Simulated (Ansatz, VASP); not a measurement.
## One calculation of Si4O7, two programs

The input INCAR:

```
SYSTEM = Si4O7
  PREC = Accurate
  ENCUT = 520
  EDIFF = 1E-6
  ISMEAR = 0
  SIGMA = 0.05
  LREAL = .FALSE.
  LASPH = .TRUE.
  NELM = 100
  ALGO = Normal
  ISIF = 2
  LWAVE = .FALSE.
  LCHARG = .FALSE.
  GGA = PE
  NBANDS = 40
```

The input KPOINTS:

```
Automatic mesh
0
G
  4 4 4
  0 0 0
```

File POSCAR:

```
Si4O7
1.0
    5.0799801732      0.0000000000      0.0000000000
    0.0000000000      5.0799801732      0.0000000000
    0.0000000000      0.0000000000      7.0914769300
Si O
4 7
Direct
    0.2944292339      0.2944292339      0.0000000000
    0.2055707661      0.7944292339      0.2500000000
    0.7055707661      0.7055707661      0.5000000000
    0.7944292339      0.2055707661      0.7500000000
    0.4053663613      0.7409644515      0.4248320116
    0.7590355485      0.9053663613      0.6748320116
    0.5946336387      0.2590355485      0.9248320116
    0.7409644515      0.4053663613      0.5751679884
    0.8148448312      0.7846517189      0.3657184058
    0.2590355485      0.5946336387      0.0751679884
    0.0946336387      0.2409644515      0.8251679884
```

Input for Ansatz:

```yaml
crystal:
  lattice:
    - [5.0799801732, 0.0, 0.0]
    - [0.0, 5.0799801732, 0.0]
    - [0.0, 0.0, 7.09147693]
  atoms:
    - { symbol: Si, position: [0.2944292339, 0.2944292339, 0.0] }
    - { symbol: Si, position: [0.2055707661, 0.7944292339, 0.25] }
    - { symbol: Si, position: [0.7055707661, 0.7055707661, 0.5] }
    - { symbol: Si, position: [0.7944292339, 0.2055707661, 0.75] }
    - { symbol: O, position: [0.4053663613, 0.7409644515, 0.4248320116] }
    - { symbol: O, position: [0.7590355485, 0.9053663613, 0.6748320116] }
    - { symbol: O, position: [0.5946336387, 0.2590355485, 0.9248320116] }
    - { symbol: O, position: [0.7409644515, 0.4053663613, 0.5751679884] }
    - { symbol: O, position: [0.8148448312, 0.7846517189, 0.3657184058] }
    - { symbol: O, position: [0.2590355485, 0.5946336387, 0.0751679884] }
    - { symbol: O, position: [0.0946336387, 0.2409644515, 0.8251679884] }
basis:
  ecutwfc: 420
kpoints:
  mp_grid: { grid: [4, 4, 4] }
hamiltonian:
  xc: pbe
  pseudopotentials: { kind: paw, azcp: { folder: soft_1 } }
scf:
  occupations: { method: gaussian, width: 0.05 }
output:
  forces: true
  stress: true
  eigenvalues: true
  write_density: true
  write_potential: true
  elf: true
  volumetric_format: npy
```

Change from the starting cell: O vacancy; atom 9 moved -0.125 of the way to it and +0.450 Å across, host rigid.

Alike in both runs: task single point; functional PBE; k mesh 4 × 4 × 4; occupations gaussian, width 0.05 eV; no spin polarisation.

```csv
,VASP,Ansatz
version,VASP 6.6.1,Ansatz 0.2.0
potentials or method,"VASP PAW PBE potentials, release 64 (Si, O), cutoff 520 eV","scalar-relativistic, plane waves, PAW"
valence electrons in the cell,58,58
```

```tsv
	VASP	Ansatz	Ansatz less VASP
gap on the k mesh at the Fermi level (eV)	2.29	2.29	+0.003
least direct gap on the mesh (eV)	2.29	2.29	+0.004
pressure (GPa)	17.1	18.3	+1.15
traceless stress, the component that is largest in VASP (GPa)	-19.92	-21.31	-1.390
rms of the force components (eV/Å)	13.025	13.821	+0.7960
```

Atom by atom the forces differ by 0.803 eV/Å (rms over components).
